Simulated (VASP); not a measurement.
O, 2 atoms in the cell. The structure is cubic, space group Fd-3m (No. 227). Conventional cell: a = 4.791 Å, b = 4.791 Å, c = 4.791 Å, α = 90.00°, β = 90.00°, γ = 90.00°. Within 2.7 Å of O (site symmetry -43m) lie 4 O at 2.07 Å. 

| Property | Result |
| --- | --- |
| Program | VASP 6.6.1 |
| Task | relaxation of cell and atoms |
| Functional | PBEsol |
| Potentials or basis | VASP PAW PBE potentials, release 64 (O) |
| Cutoff | 600 eV |
| k mesh | 14 × 14 × 14 |
| Occupations | fermi-dirac, width 0.08 eV |
| Spin | no spin polarisation |
| Dipole correction | no |
| Further INCAR settings | ALGO = Normal; EDIFF = 1e-06; IBRION = 2; EDIFFG = -0.005; NSW = 60; ISIF = 3 |

Potentials or basis: VASP PAW PBE potentials, release 64 (O).

Launch:

```sh
$ cat potpaw_PBE.64/O/POTCAR > POTCAR
$ mpirun -np 1 vasp_std > vasp.out
```

Hardware: 1 thread of Intel(R) Xeon(R) Platinum 8375C CPU @ 2.90GHz (Ice Lake) (shared host).

Estimate the wall time of this run.

It took 95 s on 1 thread of Intel(R) Xeon(R) Platinum 8375C CPU @ 2.90GHz (Ice Lake), with other jobs on the host, peak memory 0.16 GiB. Counts: scf iterations 40, k points 104, ion steps 6.
